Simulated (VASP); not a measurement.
# SrTiO3 (Pm-3m) in VASP: further runs

Runs on SrTiO3. Level: LDA. Tasks: single point, relaxation of cell and atoms.

All numbers are computed with VASP 6.6.1; they aren't measurements. Logs are shortened: lines on timing, memory, paths and dates and some standing lists are left out, and cuts for length are marked.

**1. The cell of the first run**

The structure is cubic, space group Pm-3m (No. 221). Conventional cell: a = 3.855 Å, b = 3.855 Å, c = 3.855 Å, α = 90.00°, β = 90.00°, γ = 90.00°. Within 3.6 Å of Sr (site symmetry m-3m) lie 12 O at 2.73 Å and 8 Ti at 3.34 Å. Within 2.6 Å of Ti (site symmetry m-3m) lie 6 O at 1.93 Å. O (site symmetry 4/mmm) has 2 Ti at 1.93 Å within 2.6 Å.

**2. Single point, LDA**

Contents of INCAR:

```
PREC = Accurate
ENCUT = 600
EDIFF = 1E-6
ISMEAR = 0
SIGMA = 0.02
LREAL = F
LASPH = T
NELM = 120
ALGO = Normal
ISIF = 2
LWAVE = F
LCHARG = F
NBANDS = 28
GGA_COMPAT = F
```

Contents of KPOINTS:

```
Automatic mesh
0
Gamma
  6 6 6
```

Contents of POSCAR:

```
SrTiO3
1.0
    3.8547715947      0.0000000000      0.0000000000
    0.0000000000      3.8547715947      0.0000000000
    0.0000000000      0.0000000000      3.8547715947
Sr Ti O
1 1 3
Direct
    0.0000000000      0.0000000000      0.0000000000
    0.5000000000      0.5000000000      0.5000000000
    0.5000000000      0.0000000000      0.5000000000
    0.5000000000      0.5000000000      0.0000000000
    0.0000000000      0.5000000000      0.5000000000
```

Potentials or basis: VASP PAW LDA potentials, release 64 (Sr_sv, Ti_sv, O).

Launch:

```bash
$ cat potpaw_LDA.64/Sr_sv/POTCAR potpaw_LDA.64/Ti_sv/POTCAR potpaw_LDA.64/O/POTCAR > POTCAR
$ mpirun -np 1 vasp_std > vasp.out
```

OUTCAR:

```text
PREC = Accurate
   ENCUT = 600
   EDIFF = 1E-6
   ISMEAR = 0
   LREAL = F
   LASPH = T
   NELM = 120
   ISIF = 2

 ion  position               nearest neighbor table
   1  0.000  0.000  0.000-   3 2.73   4 2.73   5 2.73   3 2.73   5 2.73   4 2.73   5 2.73   5 2.73
                             3 2.73   4 2.73   3 2.73   4 2.73   2 3.34   2 3.34   2 3.34   2 3.34
   2  0.500  0.500  0.500-   3 1.93   4 1.93   5 1.93   4 1.93   3 1.93   5 1.93   1 3.34   1 3.34
                             1 3.34   1 3.34   1 3.34   1 3.34   1 3.34   1 3.34
   3  0.500  0.000  0.500-   2 1.93   2 1.93   1 2.73   1 2.73   1 2.73   1 2.73
   4  0.500  0.500  0.000-   2 1.93   2 1.93   1 2.73   1 2.73   1 2.73   1 2.73
   5  0.000  0.500  0.500-   2 1.93   2 1.93   1 2.73   1 2.73   1 2.73   1 2.73

  LATTYP: Found a simple cubic cell.
 ALAT       =     3.8547715947

  Lattice vectors:

 A1 = (   3.8547715947,   0.0000000000,   0.0000000000)
 A2 = (   0.0000000000,   3.8547715947,   0.0000000000)
 A3 = (   0.0000000000,   0.0000000000,   3.8547715947)

Analysis of symmetry for initial positions (statically):
=====================================================================
 Subroutine PRICEL returns:
 Original cell was already a primitive cell.

 Routine SETGRP: Setting up the symmetry group for a
 simple cubic supercell.

 Subroutine GETGRP returns: Found 48 space group operations
 (whereof 48 operations were pure point group operations)
 out of a pool of 48 trial point group operations.

The static configuration has the point symmetry O_h .

Analysis of symmetry for dynamics (positions and initial velocities):
=====================================================================
 Subroutine PRICEL returns:
 Original cell was already a primitive cell.

 Routine SETGRP: Setting up the symmetry group for a
 simple cubic supercell.

 Subroutine GETGRP returns: Found 48 space group operations
 (whereof 48 operations were pure point group operations)
 out of a pool of 48 trial point group operations.

The dynamic configuration has the point symmetry O_h .

 Subroutine INISYM returns: Found 48 space group operations
 (whereof 48 operations are pure point group operations),
 and found     1 'primitive' translations
[... 91 lines left out ...]
   LNONCOLLINEAR =      F non collinear calculations
   LSORBIT =      F    spin-orbit coupling
   LASPH  =      T    aspherical Exc in radial PAW
   ENCUT  =  600.0 eV  44.10 Ry    6.64 a.u.   7.70  7.70  7.70*2*pi/ulx,y,z
   NELM   =    120;   NELMIN=  2; NELMDL= -5     # of ELM steps
   EDIFF  = 0.1E-05   stopping-criterion for ELM
   LREAL  =      F    real-space projection
   EDIFFG = 0.1E-04   stopping-criterion for IOM
   NSW    =      0    number of steps for IOM
   IBRION =     -1    ionic relax: 0-MD 1-quasi-New 2-CG
   NFREE  =      0    steps in history (QN), initial steepest desc. (CG)
   ISIF   =      2    stress and relaxation
   ISYM   =      2    0-nonsym 1-usesym 2-fastsym
   POTIM  = 0.5000    time-step for ionic-motion
   TEBEG  =    0.0;   TEEND  =   0.0 temperature during run
   PSTRESS=    0.0 pullay stress
   NELECT =      40.0000    total number of electrons
   NUPDOWN=      -1.0000    fix difference up-down
   EMIN   =  10.00;   EMAX   =-10.00  energy-range for DOS
   EFERMI =   0.00;   METHOD = LEGACY
   ISMEAR =     0;   SIGMA  =   0.02  broadening in eV -4-tet -1-fermi 0-gaus
   EFERMI_NEDOS =   21; number of points for ismear=-14 and -15
   IALGO  =     38    algorithm
   IMIX   =      4    mixing-type and parameters
     AMIX     =   0.40;   BMIX     =  1.00
     AMIX_MAG =   1.60;   BMIX_MAG =  1.00
  volume/ion in A,a.u.               =      11.46        77.31
  Fermi-wavevector in a.u.,A,eV,Ry     =   1.452433  2.744701 28.702338  2.109562
  Thomas-Fermi vector in A             =   2.569816
   LORBIT       =      0    0 simple, 1 ext, 2 COOP (PROOUT), +10 PAW based schemes
   GGA     = CA    functional components
   LHFCALC =     F    Hartree Fock is set to
   AEXX    =    0.0000 exact exchange contribution
   IVDW    =     0    specifies the selected vdW correction
   LEPSILON=     F    determine dielectric tensor
   LRPA    =     F    only Hartree local field effects (RPA)
 non-spin polarized calculation
 Gauss-broadening in eV      SIGMA  =   0.02
  energy-cutoff  :      600.00
  volume of cell :       57.28
 maximum number of plane-waves:      1936
 NGX is ok and might be reduce to    32
   NGX = 15   NGY = 15   NGZ = 15

 number of electron      39.9999998 magnetization

 Free energy of the ion-electron system (eV)
  ---------------------------------------------------
  ext. energy  EPLUGINS =         0.00000000
  ---------------------------------------------------
  free energy    TOTEN  =       -44.18290522 eV

  energy without entropy =      -44.18290522  energy(sigma->0) =      -44.18290522

 E-fermi :   4.3581     XC(G=0): -11.9986

 val. band max:        4.2050533017   @ k =   0.5000   0.5000   0.5000
 cond. band min:       6.0201586407   @ k =   0.0000   0.0000   0.0000
 fundamental gap:      1.8151053390
 Fermi energy:         4.3580562877

 k-point     1 :       0.0000    0.0000    0.0000
  band No.  band energies     occupation
      1     -51.3652      2.00000
      2     -28.1759      2.00000
      3     -28.0458      2.00000
      4     -28.0458      2.00000
      5     -28.0458      2.00000
      6     -13.0681      2.00000
[... 609 lines left out ...]
     27      13.0548      0.00000
     28      13.0548      0.00000

------------------------ aborting loop because EDIFF is reached ----------------------------------------

  FORCE on cell =-STRESS in cart. coord.  units (eV):
  Direction    XX          YY          ZZ          XY          YZ          ZX
  --------------------------------------------------------------------------------------
  -------------------------------------------------------------------------------------
  Total        0.2810976      0.2810976      0.2810976      0.0000000     -0.0000000      0.0000000
  in kB        7.8627010      7.8627010      7.8627010      0.0000000     -0.0000000      0.0000000
  external PRESSURE =       7.8627010 kB  Pullay stress =       0.0000000 kB

 VOLUME and BASIS-vectors are now :
 -----------------------------------------------------------------------------
  energy-cutoff  :      600.00
  volume of cell :       57.28
      direct lattice vectors                 reciprocal lattice vectors
     3.854771595  0.000000000  0.000000000     0.259418743  0.000000000  0.000000000
     0.000000000  3.854771595  0.000000000     0.000000000  0.259418743  0.000000000
     0.000000000  0.000000000  3.854771595     0.000000000  0.000000000  0.259418743

 POSITION                                       TOTAL-FORCE (eV/Angst)
 -----------------------------------------------------------------------------------
      0.00000      0.00000      0.00000         0.000000      0.000000      0.000000
      1.92739      1.92739      1.92739         0.000000      0.000000      0.000000
      1.92739      0.00000      1.92739         0.000000      0.000000      0.000000
      1.92739      1.92739      0.00000         0.000000      0.000000      0.000000
      0.00000      1.92739      1.92739         0.000000      0.000000      0.000000
 -----------------------------------------------------------------------------------
    total drift:                                0.000000     -0.000000     -0.000000

  FREE ENERGIE OF THE ION-ELECTRON SYSTEM (eV)
  ---------------------------------------------------
  free  energy   TOTEN  =       -44.1829052217 eV

  energy  without entropy=      -44.1829052217  energy(sigma->0) =      -44.18290522
```

OSZICAR:

```text
N       E                     dE             d eps       ncg     rms          rms(c)
DAV:   1     0.463004586329E+03    0.46300E+03   -0.23166E+04  1120   0.177E+03
DAV:   2    -0.433113861879E+01   -0.46734E+03   -0.44637E+03  1220   0.474E+02
DAV:   3    -0.513601742669E+02   -0.47029E+02   -0.46590E+02  1484   0.145E+02
DAV:   4    -0.540046611795E+02   -0.26445E+01   -0.26389E+01  1780   0.284E+01
DAV:   5    -0.540609993328E+02   -0.56338E-01   -0.56322E-01  1476   0.379E+00    0.282E+01
DAV:   6    -0.443937036126E+02    0.96673E+01   -0.50752E+01  1588   0.652E+01    0.170E+01
DAV:   7    -0.442992867750E+02    0.94417E-01   -0.70680E+00  1428   0.210E+01    0.119E+01
DAV:   8    -0.442909483558E+02    0.83384E-02   -0.16460E+00  1316   0.136E+01    0.308E+00
DAV:   9    -0.441897673382E+02    0.10118E+00   -0.40533E-01  1336   0.671E+00    0.986E-01
DAV:  10    -0.441889294977E+02    0.83784E-03   -0.88616E-02  1524   0.204E+00    0.724E-01
DAV:  11    -0.441829164715E+02    0.60130E-02   -0.27523E-02  1600   0.158E+00    0.109E-01
DAV:  12    -0.441829132971E+02    0.31744E-05   -0.17818E-03  1368   0.508E-01    0.776E-02
DAV:  13    -0.441829238061E+02   -0.10509E-04   -0.42598E-04  1556   0.191E-01    0.456E-02
DAV:  14    -0.441829095692E+02    0.14237E-04   -0.39335E-05  1460   0.562E-02    0.210E-02
DAV:  15    -0.441829051745E+02    0.43948E-05   -0.20187E-05  1572   0.334E-02    0.708E-03
DAV:  16    -0.441829052217E+02   -0.47256E-07   -0.29106E-06  1156   0.175E-02
   1 F= -.44182905E+02 E0= -.44182905E+02  d E =-.599973E-29
```

It took 60 s on 1 thread of Intel Xeon 8259CL, shared host; peak memory 0.18 GiB.

What came out:

```
Free energy            : -44.1829 eV
Pressure               : 0.8 GPa
Band gap on the k mesh : 1.82 eV (least direct gap 2.15 eV)
```

Levels at points of the mesh, in eV from the valence-band top:
```
           k point  band 16  band 17  band 18  band 19  band 20  band 21  band 22  band 23  band 24  band 25
(0.00, 0.00, 0.00)    -1.26    -1.26    -0.33    -0.33    -0.33     1.82     1.82     1.82     4.60     4.60
(0.50, 0.00, 0.00)    -2.50    -2.50    -2.17    -0.73    -0.73     2.01     3.94     3.94     4.65     6.96
(0.50, 0.50, 0.00)    -3.08    -1.71    -1.62    -1.62    -0.10     3.95     3.95     4.41     5.67     8.01
(0.50, 0.50, 0.50)    -3.89    -3.89     0.00     0.00     0.00     4.68     4.68     4.68     7.00     7.00
```

A k mesh can miss the band edges.

**3. Relaxation of cell and atoms, LDA**

Contents of INCAR:

```
SYSTEM = SrTiO3
PREC = Accurate
ENCUT = 600
EDIFF = 1E-7
ISMEAR = 0
SIGMA = 0.02
LREAL = .False.
LASPH = .True.
NELM = 120
ALGO = Normal
ISIF = 3
LWAVE = .False.
LCHARG = .False.
GGA = CA
IBRION = 2
NSW = 100
EDIFFG = -0.002
GGA_COMPAT = .False.
NELMIN = 4
```

Contents of KPOINTS:

```
Automatic mesh
0
Gamma
  6 6 6
  0 0 0
```

POSCAR, as its differences from that of step 2:

```diff
@@ -2,5 +2,5 @@
 1.0
-    3.8547715947      0.0000000000      0.0000000000
-    0.0000000000      3.8547715947      0.0000000000
-    0.0000000000      0.0000000000      3.8547715947
+    3.8545763383      0.0000000000      0.0000000000
+    0.0000000000      3.8545763383      0.0000000000
+    0.0000000000      0.0000000000      3.8545763383
 Sr Ti O
```

Potentials or basis: VASP PAW LDA potentials, release 64 (Sr_sv, Ti_sv, O).

Launch:

```bash
$ cat potpaw_LDA.64/Sr_sv/POTCAR potpaw_LDA.64/Ti_sv/POTCAR potpaw_LDA.64/O/POTCAR > POTCAR
$ mpirun -np 1 vasp_std > vasp.out
```

OUTCAR:

```text
SYSTEM = SrTiO3
   PREC = Accurate
   ENCUT = 600
   EDIFF = 1E-7
   ISMEAR = 0
   LREAL = .False.
   LASPH = .True.
   NELM = 120
   ISIF = 3
   GGA = CA
   IBRION = 2
   NSW = 100
   EDIFFG = -0.002
   NELMIN = 4

 ion  position               nearest neighbor table
   1  0.000  0.000  0.000-   3 2.73   4 2.73   5 2.73   3 2.73   5 2.73   4 2.73   5 2.73   5 2.73
                             3 2.73   4 2.73   3 2.73   4 2.73   2 3.34   2 3.34   2 3.34   2 3.34
   2  0.500  0.500  0.500-   3 1.93   4 1.93   5 1.93   4 1.93   3 1.93   5 1.93   1 3.34   1 3.34
                             1 3.34   1 3.34   1 3.34   1 3.34   1 3.34   1 3.34
   3  0.500  0.000  0.500-   2 1.93   2 1.93   1 2.73   1 2.73   1 2.73   1 2.73
   4  0.500  0.500  0.000-   2 1.93   2 1.93   1 2.73   1 2.73   1 2.73   1 2.73
   5  0.000  0.500  0.500-   2 1.93   2 1.93   1 2.73   1 2.73   1 2.73   1 2.73

  LATTYP: Found a simple cubic cell.
 ALAT       =     3.8545763383

  Lattice vectors:

 A1 = (   3.8545763383,   0.0000000000,   0.0000000000)
 A2 = (   0.0000000000,   3.8545763383,   0.0000000000)
 A3 = (   0.0000000000,   0.0000000000,   3.8545763383)

Analysis of symmetry for initial positions (statically):
=====================================================================
 Subroutine PRICEL returns:
 Original cell was already a primitive cell.

 Routine SETGRP: Setting up the symmetry group for a
 simple cubic supercell.
[... 161 lines left out ...]

 number of electron      39.9999999 magnetization

 Free energy of the ion-electron system (eV)
  ---------------------------------------------------
  ext. energy  EPLUGINS =         0.00000000
  ---------------------------------------------------
  free energy    TOTEN  =       -44.18286066 eV

  energy without entropy =      -44.18286066  energy(sigma->0) =      -44.18286066

------------------------ aborting loop because EDIFF is reached ----------------------------------------

  FORCE on cell =-STRESS in cart. coord.  units (eV):
  Direction    XX          YY          ZZ          XY          YZ          ZX
  --------------------------------------------------------------------------------------
  -------------------------------------------------------------------------------------
  Total        0.2969108      0.2969108      0.2969108     -0.0000000     -0.0000000     -0.0000000
  in kB        8.3062817      8.3062817      8.3062817     -0.0000000     -0.0000000     -0.0000000
  external PRESSURE =       8.3062817 kB  Pullay stress =       0.0000000 kB
[... 65 lines left out ...]
--------------------------------------- Ionic step        3  -------------------------------------------

 number of electron      39.9999996 magnetization

 Free energy of the ion-electron system (eV)
  ---------------------------------------------------
  ext. energy  EPLUGINS =         0.00000000
  ---------------------------------------------------
  free energy    TOTEN  =       -44.18347754 eV

  energy without entropy =      -44.18347754  energy(sigma->0) =      -44.18347754

 E-fermi :   4.3801     XC(G=0): -11.9776

 val. band max:        4.1703651663   @ k =   0.5000   0.5000   0.5000
 cond. band min:       5.9788462837   @ k =   0.0000   0.0000   0.0000
 fundamental gap:      1.8084811174
 Fermi energy:         4.3800804371

 k-point     1 :       0.0000    0.0000    0.0000
  band No.  band energies     occupation
      1     -51.4165      2.00000
      2     -28.2212      2.00000
      3     -28.0939      2.00000
      4     -28.0939      2.00000
      5     -28.0939      2.00000
      6     -13.0880      2.00000
[... 561 lines left out ...]
  FREE ENERGIE OF THE ION-ELECTRON SYSTEM (eV)
  ---------------------------------------------------
  free  energy   TOTEN  =       -44.1834775437 eV

  energy  without entropy=      -44.1834775437  energy(sigma->0) =      -44.18347754

 reached required accuracy - stopping structural energy minimisation
```

OSZICAR:

```text
N       E                     dE             d eps       ncg     rms          rms(c)
DAV:   1     0.478036000850E+03    0.47804E+03   -0.24300E+04   960   0.207E+03
DAV:   2    -0.298984177359E+01   -0.48103E+03   -0.47449E+03  1168   0.528E+02
DAV:   3    -0.515956568442E+02   -0.48606E+02   -0.46976E+02  1360   0.155E+02
[... 32 lines left out ...]
DAV:   5    -0.441834249279E+02   -0.14450E-04   -0.10617E-04  1472   0.751E-02    0.642E-02
DAV:   6    -0.441834601847E+02   -0.35257E-04   -0.51340E-05  1256   0.439E-02    0.297E-02
DAV:   7    -0.441834762176E+02   -0.16033E-04   -0.37547E-05  1464   0.402E-02    0.613E-03
DAV:   8    -0.441834774814E+02   -0.12638E-05   -0.83047E-06  1568   0.148E-02    0.223E-03
DAV:   9    -0.441834775437E+02   -0.62318E-07   -0.50107E-07  1224   0.507E-03
   3 F= -.44183478E+02 E0= -.44183478E+02  d E =-.616883E-03
```

CONTCAR:

```text
SrTiO3
   1.00000000000000
     3.8599164709460436    0.0000000000000000   -0.0000000000000000
    -0.0000000000000000    3.8599164709460436   -0.0000000000000000
     0.0000000000000000   -0.0000000000000000    3.8599164709460436
  Sr              Ti              O
     1     1     3
Direct
     0.0000000000000000    0.0000000000000000    0.0000000000000000
     0.5000000000000000    0.5000000000000000    0.5000000000000000
     0.5000000000000000    0.0000000000000000    0.5000000000000000
     0.5000000000000000    0.5000000000000000    0.0000000000000000
     0.0000000000000000    0.5000000000000000    0.5000000000000000

  0.00000000E+00  0.00000000E+00  0.00000000E+00
  0.00000000E+00  0.00000000E+00  0.00000000E+00
  0.00000000E+00  0.00000000E+00  0.00000000E+00
  0.00000000E+00  0.00000000E+00  0.00000000E+00
  0.00000000E+00  0.00000000E+00  0.00000000E+00
```

Wall time 1.9 min (1 thread of Intel Xeon 8259CL, shared host); peak memory 0.19 GiB.

What came out:

```
Free energy                           : -44.1835 eV
Relaxed volume                        : 11.50 Å³/atom
Relaxed cell                          : a = 3.860 Å, b = 3.860 Å, c = 3.860 Å, α = 90.00°, β = 90.00°, γ = 90.00°
Space group after relaxing (to 0.1 Å) : Pm-3m (No. 221)
Energy gained by relaxing             : 0.1 meV/atom
Ionic steps                           : 3
Pressure after relaxing               : 0.0 GPa
Band gap on the k mesh                : 1.81 eV (least direct gap 2.14 eV)
```

Step by step:
```
step  energy change (eV)  largest force (eV/Å)  pressure (GPa)  volume (Å³)
   1              0.0000                0.0000            0.83        57.27
   2              0.0001                0.0000           -0.88        57.76
   3             -0.0006                0.0000           -0.01        57.51
```

Final structure:
```
Sr Ti O
1.0
     3.85992    0.00000    0.00000
     0.00000    3.85992    0.00000
     0.00000    0.00000    3.85992
Sr Ti O
1 1 3
Direct
  0.00000 0.00000 0.00000
  0.50000 0.50000 0.50000
  0.50000 0.00000 0.50000
  0.50000 0.50000 0.00000
  0.00000 0.50000 0.50000
```

A k mesh can miss the band edges.
